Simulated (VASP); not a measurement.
# Te2Mo in VASP: notebook

The runs below take Te2Mo through single point, with PBE+D3(BJ).

All numbers are computed with VASP 6.6.1; they aren't measurements. Logs are shortened: lines on timing, memory, paths and dates and some standing lists are left out, and cuts for length are marked.

### 1 The cell of the first run

The cell holds a slab with vacuum, 6 atoms: a = 3.504 Å, b = 3.504 Å, c = 24.768 Å, α = 90.00°, β = 90.00°, γ = 120.00°.

### 2 Single point, PBE+D3(BJ) (layers slid over each other, then relaxed in part)

Contents of INCAR:

```
PREC     = Accurate       # precision mode
ENCUT    = 520            # plane-wave cutoff, eV
EDIFF    = 1E-7           # SCF threshold, eV
ISMEAR   = 0              # smearing method
SIGMA    = 0.05           # smearing width, eV
LREAL    = F              # projectors in reciprocal space
LASPH    = T              # aspherical terms in the spheres
NELM     = 100            # most SCF steps
ALGO     = Normal         # electronic algorithm
ISIF     = 2              # what is computed and relaxed
LWAVE    = F              # write WAVECAR
LCHARG   = F              # write CHGCAR
LDIPOL   = T            
IDIPOL   = 3            
DIPOL    = 0.5 0.5 0.396
GGA      = PE             # functional
IVDW     = 12             # dispersion correction
NBANDS   = 35             # bands
```

Contents of KPOINTS:

```
regular mesh
0
Gamma
  9 9 1
```

Contents of POSCAR:

```
Te2Mo
1.0
    3.5038817003      0.0000000000      0.0000000000
   -1.7519408501      3.0344505643      0.0000000000
    0.0000000000      0.0000000000     24.7677199090
Te Mo
4 2
Direct
    0.3333333333      0.6666666667      0.1816881011
    0.3333333333      0.6666666667      0.3283118686
    0.5000000000      1.3333333333      0.4642519067
    0.5000000000      1.3333333333      0.6108773048
    0.6666666667      0.3333333333      0.2549854742
    0.1666666667      1.6666666667      0.5375793491
```

Potentials or basis: VASP PAW PBE potentials, release 64 (Te, Mo_sv).

Started as:

```console
$ cat potpaw_PBE.64/Te/POTCAR potpaw_PBE.64/Mo_sv/POTCAR > POTCAR
$ mpirun -np 1 vasp_std > vasp.out
```

OUTCAR:

```text
PREC = Accurate
   ENCUT = 520
   EDIFF = 1E-7
   ISMEAR = 0
   LREAL = F
   LASPH = T
   NELM = 100
   ISIF = 2
   GGA = PE
   IVDW = 12
 IVDW          = 12

 ion  position               nearest neighbor table
   1  0.333  0.667  0.182-   5 2.72   5 2.72   5 2.72   2 3.63
   2  0.333  0.667  0.328-   5 2.72   5 2.72   5 2.72   1 3.63
   3  0.500  0.333  0.464-   6 2.72   6 2.72   6 2.72   4 3.63
   4  0.500  0.333  0.611-   6 2.72   6 2.72   6 2.72   3 3.63
   5  0.667  0.333  0.255-   1 2.72   1 2.72   1 2.72   2 2.72   2 2.72   2 2.72
   6  0.167  0.667  0.538-   4 2.72   4 2.72   4 2.72   3 2.72   3 2.72   3 2.72

  LATTYP: Found a hexagonal cell.
 ALAT       =     3.5038817003
 C/A-ratio  =     7.0686518631

  Lattice vectors:

 A1 = (   3.5038817003,   0.0000000000,   0.0000000000)
 A2 = (  -1.7519408501,   3.0344505643,   0.0000000000)
 A3 = (   0.0000000000,   0.0000000000,  24.7677199090)

Analysis of symmetry for initial positions (statically):
=====================================================================
 Subroutine PRICEL returns:
 Original cell was already a primitive cell.

 Routine SETGRP: Setting up the symmetry group for a
 hexagonal supercell.

 Subroutine GETGRP returns: Found  2 space group operations
 (whereof  1 operations were pure point group operations)
 out of a pool of 24 trial point group operations.

The static configuration has the point symmetry C_1 .
 The point group associated with its full space group is S_2 .

Analysis of symmetry for dynamics (positions and initial velocities):
=====================================================================
 Subroutine PRICEL returns:
 Original cell was already a primitive cell.

 Routine SETGRP: Setting up the symmetry group for a
 hexagonal supercell.

 Subroutine GETGRP returns: Found  2 space group operations
 (whereof  1 operations were pure point group operations)
 out of a pool of 24 trial point group operations.

The dynamic configuration has the point symmetry C_1 .
 The point group associated with its full space group is S_2 .

 Subroutine INISYM returns: Found  2 space group operations
 (whereof  1 operations are pure point group operations),
 and found     1 'primitive' translations

----------------------------------------------------------------------------------------

                                     Primitive cell

  volume of cell :     263.3392

  direct lattice vectors                    reciprocal lattice vectors
     3.503881700  0.000000000  0.000000000     0.285397763  0.164774475  0.000000000
    -1.751940850  3.034450564  0.000000000     0.000000000  0.329548951  0.000000000
     0.000000000  0.000000000 24.767719909     0.000000000  0.000000000  0.040375134

  length of vectors
     3.503881700  3.503881700 24.767719909     0.329548951  0.329548951  0.040375134

  position of ions in fractional coordinates (direct lattice)
     0.333333333  0.666666667  0.181688101
     0.333333333  0.666666667  0.328311869
     0.500000000  0.333333333  0.464251907
     0.500000000  0.333333333  0.610877305
     0.666666667  0.333333333  0.254985474
     0.166666667  0.666666667  0.537579349

  ion indices of the primitive-cell ions
   primitive index   ion index
                 1           1
                 2           2
                 3           3
                 4           4
                 5           5
                 6           6

----------------------------------------------------------------------------------------

 KPOINTS: regular mesh

Automatic generation of k-mesh.
 Grid dimensions read from file:
 generate k-points for:    9    9    1

 Generating k-lattice:

  Cartesian coordinates                     Fractional coordinates (reciprocal lattice)
     0.031710863  0.018308275  0.000000000     0.111111111  0.000000000  0.000000000
     0.000000000  0.036616550  0.000000000     0.000000000  0.111111111  0.000000000
     0.000000000  0.000000000  0.040375134     0.000000000  0.000000000  1.000000000

  Length of vectors
     0.036616550  0.036616550  0.040375134

  Shift w.r.t. Gamma in fractional coordinates (k-lattice)
     0.000000000  0.000000000  0.000000000

 Subroutine IBZKPT returns following result:
 ===========================================

 Found     41 irreducible k-points:

 Following reciprocal coordinates:
            Coordinates               Weight
  0.000000  0.000000  0.000000      1.000000
  0.111111  0.000000  0.000000      2.000000
  0.000000  0.111111  0.000000      2.000000
 -0.111111  0.111111  0.000000      2.000000
  0.222222 -0.000000  0.000000      2.000000
  0.000000  0.222222  0.000000      2.000000
[... 16 lines left out ...]
  0.333333  0.111111  0.000000      2.000000
 -0.111111  0.444444  0.000000      2.000000
 [... further k-points ...]
   k-points           NKPTS =     41   k-points in BZ     NKDIM =     41   number of bands    NBANDS=     35
   number of dos      NEDOS =    301   number of ions     NIONS =      6
   total plane-waves  NPLWV = 150528
   dimension x,y,z NGX =    28 NGY =   28 NGZ =  192
   dimension x,y,z NGXF=    56 NGYF=   56 NGZF=  384
   ions per type =               4   2
   NGX,Y,Z   is equivalent  to a cutoff of  13.28, 13.28, 12.89 a.u.
   NGXF,Y,Z  is equivalent  to a cutoff of  26.57, 26.57, 25.77 a.u.
 SYSTEM =  unknown system
   PREC   = accura    normal or accurate (medium, high low for compatibility)
   ISTART =      0    job   : 0-new  1-cont  2-samecut
   ICHARG =      2    charge: 1-file 2-atom 10-const
   ISPIN  =      1    spin polarized calculation?
   LNONCOLLINEAR =      F non collinear calculations
   LSORBIT =      F    spin-orbit coupling
   LASPH  =      T    aspherical Exc in radial PAW
   ENCUT  =  520.0 eV  38.22 Ry    6.18 a.u.   6.51  6.51 46.05*2*pi/ulx,y,z
   NELM   =    100;   NELMIN=  2; NELMDL= -5     # of ELM steps
   EDIFF  = 0.1E-06   stopping-criterion for ELM
   LREAL  =      F    real-space projection
   EDIFFG = 0.1E-05   stopping-criterion for IOM
   NSW    =      0    number of steps for IOM
   IBRION =     -1    ionic relax: 0-MD 1-quasi-New 2-CG
   NFREE  =      0    steps in history (QN), initial steepest desc. (CG)
   ISIF   =      2    stress and relaxation
   ISYM   =      2    0-nonsym 1-usesym 2-fastsym
   POTIM  = 0.5000    time-step for ionic-motion
   TEBEG  =    0.0;   TEEND  =   0.0 temperature during run
   PSTRESS=    0.0 pullay stress
   NELECT =      52.0000    total number of electrons
   NUPDOWN=      -1.0000    fix difference up-down
   EMIN   =  10.00;   EMAX   =-10.00  energy-range for DOS
   EFERMI =   0.00;   METHOD = LEGACY
   ISMEAR =     0;   SIGMA  =   0.05  broadening in eV -4-tet -1-fermi 0-gaus
   EFERMI_NEDOS =   21; number of points for ismear=-14 and -15
   IALGO  =     38    algorithm
   IMIX   =      4    mixing-type and parameters
     AMIX     =   0.40;   BMIX     =  1.00
     AMIX_MAG =   1.60;   BMIX_MAG =  1.00
  volume/ion in A,a.u.               =      43.89       296.18
  Fermi-wavevector in a.u.,A,eV,Ry     =   0.953317  1.801508 12.365161  0.908814
  Thomas-Fermi vector in A             =   2.081961
   LORBIT       =      0    0 simple, 1 ext, 2 COOP (PROOUT), +10 PAW based schemes
   GGA     = PE    functional components
   LHFCALC =     F    Hartree Fock is set to
   AEXX    =    0.0000 exact exchange contribution
   IVDW    =    12    specifies the selected vdW correction
   LEPSILON=     F    determine dielectric tensor
   LRPA    =     F    only Hartree local field effects (RPA)
 non-spin polarized calculation
 Gauss-broadening in eV      SIGMA  =   0.05
  energy-cutoff  :      520.00
  volume of cell :      263.34
 maximum number of plane-waves:      7173
 NGX is ok and might be reduce to    28
   NGX = 13   NGY = 13   NGZ = 93

 dipolmoment           0.000000      0.000000     -0.000000 electrons x Angstroem

 number of electron      52.0000000 magnetization

 dipolmoment           0.000000      0.000000      0.000084 electrons x Angstroem

 Free energy of the ion-electron system (eV)
  ---------------------------------------------------
  ext. energy  EPLUGINS =         0.00000000
  ---------------------------------------------------
  free energy    TOTEN  =       -35.96202635 eV

  energy without entropy =      -35.96202635  energy(sigma->0) =      -35.96202635

 E-fermi :   2.8316     XC(G=0):  -6.3731

 val. band max:        2.5186865672   @ k =   0.0000   0.0000   0.0000
 cond. band min:       3.5526068302   @ k =   0.2222   0.2222   0.0000
 fundamental gap:      1.0339202630
 Fermi energy:         2.8316168000

 k-point     1 :       0.0000    0.0000    0.0000
  band No.  band energies     occupation
      1     -58.1860      2.00000
      2     -58.1830      2.00000
      3     -32.3627      2.00000
      4     -32.3597      2.00000
      5     -32.2206      2.00000
      6     -32.2198      2.00000
[... 27 lines left out ...]
     34       6.0318      0.00000
     35       6.6693      0.00000

 k-point     2 :       0.1111    0.0000    0.0000
  band No.  band energies     occupation
      1     -58.1848      2.00000
      2     -58.1818      2.00000
      3     -32.3592      2.00000
      4     -32.3562      2.00000
      5     -32.2360      2.00000
      6     -32.2329      2.00000
[... 27 lines left out ...]
     34       5.8790      0.00000
     35       6.9066      0.00000

 k-point     3 :       0.0000    0.1111    0.0000
  band No.  band energies     occupation
      1     -58.1848      2.00000
      2     -58.1818      2.00000
      3     -32.3592      2.00000
      4     -32.3562      2.00000
      5     -32.2360      2.00000
      6     -32.2330      2.00000
[... 27 lines left out ...]
     34       5.8203      0.00000
     35       6.9090      0.00000
[... 723 lines left out ...]
 k-point    23 :       0.3333    0.1111    0.0000
  band No.  band energies     occupation
      1     -58.1766      2.00000
      2     -58.1735      2.00000
      3     -32.3367      2.00000
      4     -32.3347      2.00000
      5     -32.3337      2.00000
      6     -32.3317      2.00000
[... 27 lines left out ...]
     34       6.3020      0.00000
     35       7.2593      0.00000

 k-point    24 :      -0.1111    0.4444    0.0000
  band No.  band energies     occupation
      1     -58.1766      2.00000
      2     -58.1735      2.00000
      3     -32.3371      2.00000
      4     -32.3345      2.00000
      5     -32.3341      2.00000
      6     -32.3315      2.00000
[... 27 lines left out ...]
     34       6.2660      0.00000
     35       7.3302      0.00000

 [... further k-points ...]

------------------------ aborting loop because EDIFF is reached ----------------------------------------

 vacuum level on the upper side and lower side of the slab       (xc-potential included)        -0.100        -0.101

 Edisp (eV)   -2.81401

 E8    (eV) :    -1.3312

  FORCE on cell =-STRESS in cart. coord.  units (eV):
  Direction    XX          YY          ZZ          XY          YZ          ZX
  --------------------------------------------------------------------------------------
  -------------------------------------------------------------------------------------
  Total      -0.17405    -0.08911     0.04305    -0.06368    -0.18132     0.48644
  in kB      -1.05893    -0.54218     0.26193    -0.38743    -1.10318     2.95954
  external pressure =       -0.45 kB  Pullay stress =        0.00 kB

 VOLUME and BASIS-vectors are now :
 -----------------------------------------------------------------------------
  energy-cutoff  :      520.00
  volume of cell :      263.34
      direct lattice vectors                 reciprocal lattice vectors
     3.503881700  0.000000000  0.000000000     0.285397763  0.164774475  0.000000000
    -1.751940850  3.034450564  0.000000000     0.000000000  0.329548951  0.000000000
     0.000000000  0.000000000 24.767719909     0.000000000  0.000000000  0.040375134

 POSITION                                       TOTAL-FORCE (eV/Angst)
 -----------------------------------------------------------------------------------
     -0.00000      2.02297      4.50000         0.007291      0.000132     -0.013847
     -0.00000      2.02297      8.13154        -0.074808      0.033797      0.014830
      1.16796      1.01148     11.49846         0.074808     -0.033797     -0.014830
      1.16796      1.01148     15.13004        -0.007291     -0.000132      0.013847
      1.75194      1.01148      6.31541        -0.044965      0.009508     -0.000360
     -0.58398      2.02297     13.31461         0.044965     -0.009508      0.000360
 -----------------------------------------------------------------------------------
    total drift:                               -0.000007      0.000020      0.007436

  FREE ENERGIE OF THE ION-ELECTRON SYSTEM (eV)
  ---------------------------------------------------
  free  energy   TOTEN  =       -38.7760334960 eV

  energy  without entropy=      -38.7760334960  energy(sigma->0) =      -38.77603350

 vacuum level on the upper side and lower side of the slab         7.223         7.222
```

It took 7.5 min on 1 thread of Intel Xeon 6975P-C (Granite Rapids), shared host; peak memory 0.57 GiB.

What came out:

| Property | Result |
| --- | --- |
| Free energy | -38.7760 eV |
| Largest force | 0.083 eV/Å |
| Band gap on the k mesh | 1.03 eV (least direct gap 1.14 eV) |
| Dispersion energy per atom | -0.469 eV |

Forces in eV/Å, atoms in the order of the input:
```
Te   0.007  0.000 -0.014
Te  -0.075  0.034  0.015
Te   0.075 -0.034 -0.015
Te  -0.007  0.000  0.014
Mo  -0.045  0.010  0.000
Mo   0.045 -0.010  0.000
```

Caveat: the cell differs from its parent crystal (layers slid over each other, then relaxed in part); spin-orbit coupling is left out, which moves the levels of the heavy elements.

### 3 Single point, PBE+D3(BJ) (layers slid over each other, then relaxed in part)

Contents of INCAR:

```
SYSTEM = Te2Mo
PREC = Accurate
ENCUT = 520
EDIFF = 1E-6
ISMEAR = 0
SIGMA = 0.05
LREAL = .False.
LASPH = .True.
NELM = 100
ALGO = Normal
ISIF = 2
LWAVE = .False.
LCHARG = .False.
LDIPOL = .True.
IDIPOL = 3
DIPOL = 0.5 0.5 0.399
GGA = PE
IVDW = 12
NBANDS = 35
```

Contents of KPOINTS:

```
Automatic mesh
0
Gamma
  9 9 1
  0 0 0
```

Contents of POSCAR:

```
Te2Mo
1.0
    3.5038817003      0.0000000000      0.0000000000
   -1.7519408501      3.0344505643      0.0000000000
    0.0000000000      0.0000000000     24.7677199090
Te Mo
4 2
Direct
    0.3333333333      0.6666666667      0.1816881011
    0.3333333333      0.6666666667      0.3282957613
    0.8333333333      1.0000000000      0.4690990035
    0.8333333333      1.0000000000      0.6157062471
    0.6666666667      0.3333333333      0.2550338985
    0.5000000000      1.3333333333      0.5423598475
```

Potentials or basis: VASP PAW PBE potentials, release 64 (Te, Mo_sv).

Started as:

```console
$ cat potpaw_PBE.64/Te/POTCAR potpaw_PBE.64/Mo_sv/POTCAR > POTCAR
$ mpirun -np 1 vasp_std > vasp.out
```

It took 8.5 min on 1 thread of Intel Xeon 6975P-C (Granite Rapids), shared host; peak memory 0.57 GiB.

It converged, with:

```yaml
Free_energy: -38.7411 eV
Largest_force: 0.047 eV/Å
Band_gap_on_the_k_mesh: 1.10 eV (least direct gap 1.15 eV)
Dispersion_energy_per_atom: -0.465 eV
```

Forces in eV/Å, atoms in the order of the input:
```
Te  -0.003  0.002 -0.013
Te  -0.033 -0.030  0.014
Te   0.033  0.030 -0.014
Te   0.003 -0.002  0.013
Mo  -0.003 -0.014 -0.001
Mo   0.003  0.014  0.001
```

Levels at points of the mesh, in eV from the valence-band top:
```tsv
k point	band 23	band 24	band 25	band 26	band 27	band 28	band 29	band 30
(0.00, 0.00, 0.00)	-0.84	-0.84	-0.73	-0.05	3.08	3.17	3.18	3.23
```

Caveat: the cell differs from its parent crystal (layers slid over each other, then relaxed in part); spin-orbit coupling is left out, which moves the levels of the heavy elements.
